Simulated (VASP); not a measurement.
# Sb (P6_3/mmc) in VASP: further runs

Runs on Sb. Level: r2SCAN. Tasks: single point.

Program: VASP 6.6.1. These are calculated values, not measurements. Logs are shortened: lines on timing, memory, paths and dates and some standing lists are left out, and cuts for length are marked.

## (1) The cell of the first run

Symmetry: P6_3/mmc, No. 194, hexagonal system. Conventional cell: a = 3.369 Å, b = 3.369 Å, c = 5.330 Å, α = 90.00°, β = 90.00°, γ = 120.00°. Sb (site symmetry -6m2) has 12 Sb at 3.30 to 3.37 Å within 4.3 Å.

This isn't the form of Sb at room conditions, which is rhombohedral.

## (2) Single point, r2SCAN

Input file POSCAR:

```
Sb
1.0
    3.3690001795      0.0000000000      0.0000000000
   -1.6845000898      2.9176397408      0.0000000000
    0.0000000000      0.0000000000      5.3300000000
Sb
2
Direct
    0.3333333333      0.6666666667      0.2500000000
    0.6666666667      0.3333333333      0.7500000000
```

Input file INCAR.step1:

```
  PREC = Accurate
  ENCUT = 520
  ISMEAR = 0
  SIGMA = 0.15
  LREAL = False
  LASPH = True
  NELM = 100
  NBANDS = 12
  GGA = PE
  ALGO = Normal
  EDIFF = 1E-4
  LWAVE = True
  LCHARG = False
```

Input file INCAR.step2:

```
  PREC = Accurate
  ENCUT = 520
  EDIFF = 1E-6
  ISMEAR = 0
  SIGMA = 0.15
  LREAL = False
  LASPH = True
  NELM = 100
  ALGO = Normal
  ISIF = 2
  LWAVE = False
  LCHARG = False
  METAGGA = R2SCAN
  LMIXTAU = True
  NBANDS = 12
  ISTART = 1
```

Input file KPOINTS:

```
regular mesh
0
Gamma
  18 18 10
```

Potentials or basis: VASP PAW PBE potentials, release 64 (Sb).

On the command line:

```sh
> cat potpaw_PBE.64/Sb/POTCAR > POTCAR
> cp INCAR.step1 INCAR
> mpirun -np 1 vasp_std > vasp.out
> cp INCAR.step2 INCAR
> mpirun -np 1 vasp_std > vasp.out
```

OUTCAR:

```text
PREC = Accurate
   ENCUT = 520
   EDIFF = 1E-6
   ISMEAR = 0
   LREAL = False
   LASPH = True
   NELM = 100
   ISIF = 2
   METAGGA = R2SCAN
   ISTART = 1

 ion  position               nearest neighbor table
   1  0.333  0.667  0.250-   2 3.30   2 3.30   2 3.30   2 3.30   2 3.30   2 3.30
   2  0.667  0.333  0.750-   1 3.30   1 3.30   1 3.30   1 3.30   1 3.30   1 3.30

  LATTYP: Found a hexagonal cell.
 ALAT       =     3.3690001795
 C/A-ratio  =     1.5820717471

  Lattice vectors:

 A1 = (   3.3690001795,   0.0000000000,   0.0000000000)
 A2 = (  -1.6845000898,   2.9176397408,   0.0000000000)
 A3 = (   0.0000000000,   0.0000000000,   5.3300000000)

Analysis of symmetry for initial positions (statically):
=====================================================================
 Subroutine PRICEL returns:
 Original cell was already a primitive cell.

 Routine SETGRP: Setting up the symmetry group for a
 hexagonal supercell.

 Subroutine GETGRP returns: Found 24 space group operations
 (whereof 12 operations were pure point group operations)
 out of a pool of 24 trial point group operations.

The static configuration has the point symmetry D_3d.
 The point group associated with its full space group is D_6h.

Analysis of symmetry for dynamics (positions and initial velocities):
=====================================================================
 Subroutine PRICEL returns:
 Original cell was already a primitive cell.

 Routine SETGRP: Setting up the symmetry group for a
 hexagonal supercell.

 Subroutine GETGRP returns: Found 24 space group operations
 (whereof 12 operations were pure point group operations)
 out of a pool of 24 trial point group operations.

The dynamic configuration has the point symmetry D_3d.
 The point group associated with its full space group is D_6h.

 Subroutine INISYM returns: Found 24 space group operations
 (whereof 12 operations are pure point group operations),
 and found     1 'primitive' translations

----------------------------------------------------------------------------------------

                                     Primitive cell

  volume of cell :      52.3914

  direct lattice vectors                    reciprocal lattice vectors
     3.369000179  0.000000000  0.000000000     0.296823968  0.171371398  0.000000000
    -1.684500090  2.917639741  0.000000000     0.000000000  0.342742795  0.000000000
     0.000000000  0.000000000  5.330000000     0.000000000  0.000000000  0.187617261

  length of vectors
[... 93 lines left out ...]
   NELECT =      10.0000    total number of electrons
   NUPDOWN=      -1.0000    fix difference up-down
   EMIN   =  10.00;   EMAX   =-10.00  energy-range for DOS
   EFERMI =   0.00;   METHOD = LEGACY
   ISMEAR =     0;   SIGMA  =   0.15  broadening in eV -4-tet -1-fermi 0-gaus
   EFERMI_NEDOS =   21; number of points for ismear=-14 and -15
   IALGO  =     38    algorithm
   IMIX   =      4    mixing-type and parameters
     AMIX     =   0.40;   BMIX     =  1.00
     AMIX_MAG =   1.60;   BMIX_MAG =  1.00
  volume/ion in A,a.u.               =      26.20       176.78
  Fermi-wavevector in a.u.,A,eV,Ry     =   0.942587  1.781231 12.088376  0.888471
  Thomas-Fermi vector in A             =   2.070211
   LORBIT       =      0    0 simple, 1 ext, 2 COOP (PROOUT), +10 PAW based schemes
   METAGGA = R2SCAN    functional components
   LHFCALC =     F    Hartree Fock is set to
   AEXX    =    0.0000 exact exchange contribution
   IVDW    =     0    specifies the selected vdW correction
   LEPSILON=     F    determine dielectric tensor
   LRPA    =     F    only Hartree local field effects (RPA)
 non-spin polarized calculation
 Gauss-broadening in eV      SIGMA  =   0.15
  energy-cutoff  :      520.00
  volume of cell :       52.39
 maximum number of plane-waves:      1448
 NGX is ok and might be reduce to    28
   NGX = 13   NGY = 13   NGZ = 19

 number of electron      10.0000000 magnetization

 Free energy of the ion-electron system (eV)
  ---------------------------------------------------
  ext. energy  EPLUGINS =         0.00000000
  ---------------------------------------------------
  free energy    TOTEN  =       -50.54686187 eV

  energy without entropy =      -50.53146105  energy(sigma->0) =      -50.53916146

 E-fermi :   8.8041     XC(G=0): -10.9556

 val. band max:        8.8026006305   @ k =   0.2222  -0.0000   0.4000
 cond. band min:       8.8051244710   @ k =   0.1111   0.1111   0.2000
 fundamental gap:      0.0025238405
 Fermi energy:         8.8040821797

 k-point     1 :       0.0000    0.0000    0.0000
  band No.  band energies     occupation
      1      -4.9788      2.00000
      2      -0.4510      2.00000
      3       2.5542      2.00000
      4      12.3301      0.00000
      5      12.3301      0.00000
      6      14.2699      0.00000
      7      14.2699      0.00000
      8      15.2770      0.00000
      9      16.8295      0.00000
     10      18.2810      0.00000
     11      19.2484      0.00000
     12      19.2484      0.00000
[... 331 lines left out ...]
 k-point    24 :       0.3889    0.1111    0.0000
  band No.  band energies     occupation
      1      -1.4055      2.00000
      2       0.7394      2.00000
      3       4.3596      2.00000
      4       6.1055      2.00000
      5       6.2891      2.00000
      6       7.8466      2.00000
      7       9.1058      0.00444
      8      11.5678      0.00000
      9      15.1332      0.00000
     10      15.2778      0.00000
     11      19.6706      0.00000
     12      20.2622      0.00000

 [... further k-points ...]

------------------------ aborting loop because EDIFF is reached ----------------------------------------

  FORCE on cell =-STRESS in cart. coord.  units (eV):
  Direction    XX          YY          ZZ          XY          YZ          ZX
  --------------------------------------------------------------------------------------
  -------------------------------------------------------------------------------------
  Total        0.5433116      0.5433116      1.1051133     -0.0000000      0.0000000      0.0000000
  in kB       16.6149741     16.6149741     33.7953920     -0.0000000      0.0000000      0.0000000
  external PRESSURE =      22.3417800 kB  Pullay stress =       0.0000000 kB

 VOLUME and BASIS-vectors are now :
 -----------------------------------------------------------------------------
  energy-cutoff  :      520.00
  volume of cell :       52.39
      direct lattice vectors                 reciprocal lattice vectors
     3.369000179  0.000000000  0.000000000     0.296823968  0.171371398  0.000000000
    -1.684500090  2.917639741  0.000000000     0.000000000  0.342742795  0.000000000
     0.000000000  0.000000000  5.330000000     0.000000000  0.000000000  0.187617261

 POSITION                                       TOTAL-FORCE (eV/Angst)
 -----------------------------------------------------------------------------------
     -0.00000      1.94509      1.33250         0.000000     -0.000000      0.000000
      1.68450      0.97255      3.99750        -0.000000      0.000000      0.000000
 -----------------------------------------------------------------------------------
    total drift:                               -0.000000      0.000000      0.000000

  FREE ENERGIE OF THE ION-ELECTRON SYSTEM (eV)
  ---------------------------------------------------
  free  energy   TOTEN  =       -50.5468618712 eV

  energy  without entropy=      -50.5314610469  energy(sigma->0) =      -50.53916146
```

OUTCAR.step1:

```text
PREC = Accurate
   ENCUT = 520
   ISMEAR = 0
   LREAL = False
   LASPH = True
[... 585 lines left out ...]
     -0.00000      1.94509      1.33250         0.000000     -0.000000      0.000000
      1.68450      0.97255      3.99750        -0.000000      0.000000      0.000000
 -----------------------------------------------------------------------------------
    total drift:                               -0.000000      0.000000      0.000000

  FREE ENERGIE OF THE ION-ELECTRON SYSTEM (eV)
  ---------------------------------------------------
  free  energy   TOTEN  =        -7.7047774708 eV

  energy  without entropy=       -7.6887742752  energy(sigma->0) =       -7.69677587
```

Run time: 4.1 min. Hardware: 1 thread of Intel Xeon Platinum 8488C (Sapphire Rapids), shared host; peak memory 0.26 GiB.

What came out:

```yaml
Free_energy: -50.5469 eV
Pressure: 2.2 GPa
Band_gap_on_the_k_mesh: zero (bands 5 and 6 overlap by 7.97 eV)
```

Levels at points of the mesh, in eV from the Fermi level:
```tsv
k point	band 2	band 3	band 4	band 5	band 6	band 7	band 8	band 9
(0.00, 0.00, 0.00)	-9.26	-6.25	3.53	3.53	5.47	5.47	6.47	8.03
(0.50, 0.00, 0.00)	-8.49	-4.35	-3.05	-2.55	-0.12	0.12	4.02	4.60
(0.00, 0.00, 0.50)	-12.37	-0.37	-0.37	4.49	4.49	4.49	4.49	9.07
(0.50, 0.00, 0.50)	-8.91	-5.78	-5.78	1.56	1.56	2.18	2.18	6.29
```

Caveat: the PAW data sets were made with another functional, which shifts forces and pressure a little; spin-orbit coupling is left out, which moves the levels of the heavy elements.

## (3) Single point, r2SCAN

POSCAR is that of step 2.

Input file INCAR.step1:

```
SYSTEM = Sb
ALGO = Normal
EDIFF = 1E-4
ENCUT = 520
GGA = PE
ISMEAR = 0
LASPH = .TRUE.
LCHARG = .FALSE.
LREAL = .FALSE.
LWAVE = .TRUE.
NBANDS = 12
NELM = 100
PREC = Accurate
SIGMA = 0.15
```

Input file INCAR.step2:

```
SYSTEM = Sb
ALGO = Normal
EDIFF = 1E-7
ENCUT = 520
ISIF = 2
ISMEAR = 0
ISTART = 1
LASPH = .TRUE.
LCHARG = .TRUE.
LELF = .TRUE.
LMIXTAU = .TRUE.
LREAL = .FALSE.
LVHAR = .TRUE.
LWAVE = .FALSE.
METAGGA = R2SCAN
NBANDS = 12
NELM = 100
PREC = Accurate
SIGMA = 0.15
```

Input file KPOINTS:

```
k-points
0
G
  18 18 10
  0 0 0
```

Potentials or basis: VASP PAW PBE potentials, release 64 (Sb).

On the command line:

```sh
> cat potpaw_PBE.64/Sb/POTCAR > POTCAR
> cp INCAR.step1 INCAR
> mpirun -np 1 vasp_std > vasp.out
> cp INCAR.step2 INCAR
> mpirun -np 1 vasp_std > vasp.out
```

OUTCAR:

```text
SYSTEM = Sb
   EDIFF = 1E-7
   ENCUT = 520
   ISIF = 2
   ISMEAR = 0
   ISTART = 1
   LASPH = .TRUE.
   LREAL = .FALSE.
   METAGGA = R2SCAN
   NELM = 100
   PREC = Accurate

 ion  position               nearest neighbor table
   1  0.333  0.667  0.250-   2 3.30   2 3.30   2 3.30   2 3.30   2 3.30   2 3.30
   2  0.667  0.333  0.750-   1 3.30   1 3.30   1 3.30   1 3.30   1 3.30   1 3.30

  LATTYP: Found a hexagonal cell.
 ALAT       =     3.3690001795
 C/A-ratio  =     1.5820717471

  Lattice vectors:

 A1 = (   3.3690001795,   0.0000000000,   0.0000000000)
 A2 = (  -1.6845000898,   2.9176397408,   0.0000000000)
 A3 = (   0.0000000000,   0.0000000000,   5.3300000000)

Analysis of symmetry for initial positions (statically):
=====================================================================
 Subroutine PRICEL returns:
 Original cell was already a primitive cell.

 Routine SETGRP: Setting up the symmetry group for a
 hexagonal supercell.

 Subroutine GETGRP returns: Found 24 space group operations
 (whereof 12 operations were pure point group operations)
 out of a pool of 24 trial point group operations.

The static configuration has the point symmetry D_3d.
 The point group associated with its full space group is D_6h.

Analysis of symmetry for dynamics (positions and initial velocities):
=====================================================================
 Subroutine PRICEL returns:
 Original cell was already a primitive cell.

 Routine SETGRP: Setting up the symmetry group for a
 hexagonal supercell.

 Subroutine GETGRP returns: Found 24 space group operations
 (whereof 12 operations were pure point group operations)
 out of a pool of 24 trial point group operations.

The dynamic configuration has the point symmetry D_3d.
 The point group associated with its full space group is D_6h.

 Subroutine INISYM returns: Found 24 space group operations
 (whereof 12 operations are pure point group operations),
 and found     1 'primitive' translations

----------------------------------------------------------------------------------------

                                     Primitive cell

  volume of cell :      52.3914

  direct lattice vectors                    reciprocal lattice vectors
     3.369000179  0.000000000  0.000000000     0.296823968  0.171371398  0.000000000
    -1.684500090  2.917639741  0.000000000     0.000000000  0.342742795  0.000000000
     0.000000000  0.000000000  5.330000000     0.000000000  0.000000000  0.187617261

  length of vectors
     3.369000179  3.369000180  5.330000000     0.342742795  0.342742795  0.187617261

  position of ions in fractional coordinates (direct lattice)
     0.333333333  0.666666667  0.250000000
     0.666666667  0.333333333  0.750000000

  ion indices of the primitive-cell ions
   primitive index   ion index
                 1           1
                 2           2

----------------------------------------------------------------------------------------

 KPOINTS: k-points

Automatic generation of k-mesh.
 Grid dimensions read from file:
 generate k-points for:   18   18   10

 Generating k-lattice:

  Cartesian coordinates                     Fractional coordinates (reciprocal lattice)
     0.016490220  0.009520633  0.000000000     0.055555556 -0.000000000  0.000000000
     0.000000000  0.019041266  0.000000000     0.000000000  0.055555556  0.000000000
     0.000000000  0.000000000  0.018761726     0.000000000  0.000000000  0.100000000

[... 42 lines left out ...]
   dimension x,y,z NGXF=    56 NGYF=   56 NGZF=   80
   ions per type =               2
   NGX,Y,Z   is equivalent  to a cutoff of  13.82, 13.82, 12.48 a.u.
   NGXF,Y,Z  is equivalent  to a cutoff of  27.63, 27.63, 24.95 a.u.
 SYSTEM =  Sb
   PREC   = accura    normal or accurate (medium, high low for compatibility)
   ISTART =      1    job   : 0-new  1-cont  2-samecut
   ICHARG =      0    charge: 1-file 2-atom 10-const
   ISPIN  =      1    spin polarized calculation?
   LNONCOLLINEAR =      F non collinear calculations
   LSORBIT =      F    spin-orbit coupling
   LASPH  =      T    aspherical Exc in radial PAW
   ENCUT  =  520.0 eV  38.22 Ry    6.18 a.u.   6.26  6.26  9.91*2*pi/ulx,y,z
   NELM   =    100;   NELMIN=  2; NELMDL=  0     # of ELM steps
   EDIFF  = 0.1E-06   stopping-criterion for ELM
   LREAL  =      F    real-space projection
   EDIFFG = 0.1E-05   stopping-criterion for IOM
   NSW    =      0    number of steps for IOM
   IBRION =     -1    ionic relax: 0-MD 1-quasi-New 2-CG
   NFREE  =      0    steps in history (QN), initial steepest desc. (CG)
   ISIF   =      2    stress and relaxation
   ISYM   =      2    0-nonsym 1-usesym 2-fastsym
   POTIM  = 0.5000    time-step for ionic-motion
   TEBEG  =    0.0;   TEEND  =   0.0 temperature during run
   PSTRESS=    0.0 pullay stress
   NELECT =      10.0000    total number of electrons
   NUPDOWN=      -1.0000    fix difference up-down
   EMIN   =  10.00;   EMAX   =-10.00  energy-range for DOS
   EFERMI =   0.00;   METHOD = LEGACY
   ISMEAR =     0;   SIGMA  =   0.15  broadening in eV -4-tet -1-fermi 0-gaus
   EFERMI_NEDOS =   21; number of points for ismear=-14 and -15
   IALGO  =     38    algorithm
   IMIX   =      4    mixing-type and parameters
     AMIX     =   0.40;   BMIX     =  1.00
     AMIX_MAG =   1.60;   BMIX_MAG =  1.00
  volume/ion in A,a.u.               =      26.20       176.78
  Fermi-wavevector in a.u.,A,eV,Ry     =   0.942587  1.781231 12.088376  0.888471
  Thomas-Fermi vector in A             =   2.070211
   LORBIT       =      0    0 simple, 1 ext, 2 COOP (PROOUT), +10 PAW based schemes
   METAGGA = R2SCAN    functional components
   LHFCALC =     F    Hartree Fock is set to
   AEXX    =    0.0000 exact exchange contribution
   IVDW    =     0    specifies the selected vdW correction
   LEPSILON=     F    determine dielectric tensor
   LRPA    =     F    only Hartree local field effects (RPA)
 non-spin polarized calculation
 Gauss-broadening in eV      SIGMA  =   0.15
  energy-cutoff  :      520.00
  volume of cell :       52.39
 maximum number of plane-waves:      1448
 NGX is ok and might be reduce to    28
   NGX = 13   NGY = 13   NGZ = 19

 number of electron      10.0000000 magnetization

 Free energy of the ion-electron system (eV)
  ---------------------------------------------------
  ext. energy  EPLUGINS =         0.00000000
  ---------------------------------------------------
  free energy    TOTEN  =       -50.54686188 eV

  energy without entropy =      -50.53146106  energy(sigma->0) =      -50.53916147

 E-fermi :   8.8041     XC(G=0): -10.9556

 val. band max:        8.8026022099   @ k =   0.2222  -0.0000   0.4000
 cond. band min:       8.8051260279   @ k =   0.1111   0.1111   0.2000
 fundamental gap:      0.0025238179
 Fermi energy:         8.8040840979

 k-point     1 :       0.0000    0.0000    0.0000
  band No.  band energies     occupation
      1      -4.9788      2.00000
      2      -0.4510      2.00000
      3       2.5542      2.00000
      4      12.3301      0.00000
      5      12.3301      0.00000
      6      14.2699      0.00000
      7      14.2699      0.00000
      8      15.2770      0.00000
      9      16.8295      0.00000
     10      18.2810      0.00000
     11      19.2484      0.00000
     12      19.2484      0.00000
[... 331 lines left out ...]
 k-point    24 :       0.3889    0.1111    0.0000
  band No.  band energies     occupation
      1      -1.4055      2.00000
      2       0.7394      2.00000
      3       4.3596      2.00000
      4       6.1055      2.00000
      5       6.2891      2.00000
      6       7.8466      2.00000
      7       9.1058      0.00444
      8      11.5678      0.00000
      9      15.1332      0.00000
     10      15.2778      0.00000
     11      19.6706      0.00000
     12      20.2622      0.00000

 [... further k-points ...]

------------------------ aborting loop because EDIFF is reached ----------------------------------------

  FORCE on cell =-STRESS in cart. coord.  units (eV):
  Direction    XX          YY          ZZ          XY          YZ          ZX
  --------------------------------------------------------------------------------------
  -------------------------------------------------------------------------------------
  Total        0.5432388      0.5432388      1.1050453     -0.0000000     -0.0000000      0.0000000
  in kB       16.6127469     16.6127469     33.7933123     -0.0000000     -0.0000000      0.0000000
  external PRESSURE =      22.3396020 kB  Pullay stress =       0.0000000 kB

 VOLUME and BASIS-vectors are now :
 -----------------------------------------------------------------------------
  energy-cutoff  :      520.00
  volume of cell :       52.39
      direct lattice vectors                 reciprocal lattice vectors
     3.369000179  0.000000000  0.000000000     0.296823968  0.171371398  0.000000000
    -1.684500090  2.917639741  0.000000000     0.000000000  0.342742795  0.000000000
     0.000000000  0.000000000  5.330000000     0.000000000  0.000000000  0.187617261

 POSITION                                       TOTAL-FORCE (eV/Angst)
 -----------------------------------------------------------------------------------
     -0.00000      1.94509      1.33250         0.000000     -0.000000      0.000000
      1.68450      0.97255      3.99750        -0.000000      0.000000      0.000000
 -----------------------------------------------------------------------------------
    total drift:                               -0.000000      0.000000      0.000000

  FREE ENERGIE OF THE ION-ELECTRON SYSTEM (eV)
  ---------------------------------------------------
  free  energy   TOTEN  =       -50.5468618770 eV

  energy  without entropy=      -50.5314610562  energy(sigma->0) =      -50.53916147
```

Run time: 4.3 min. Hardware: 1 thread of Intel Xeon Platinum 8488C (Sapphire Rapids), shared host; peak memory 0.26 GiB.

What came out:

```
Free energy            : -50.5469 eV
Pressure               : 2.2 GPa
Band gap on the k mesh : zero (bands 5 and 6 overlap by 7.97 eV)
```

Caveat: the PAW data sets were made with another functional, which shifts forces and pressure a little; spin-orbit coupling is left out, which moves the levels of the heavy elements.
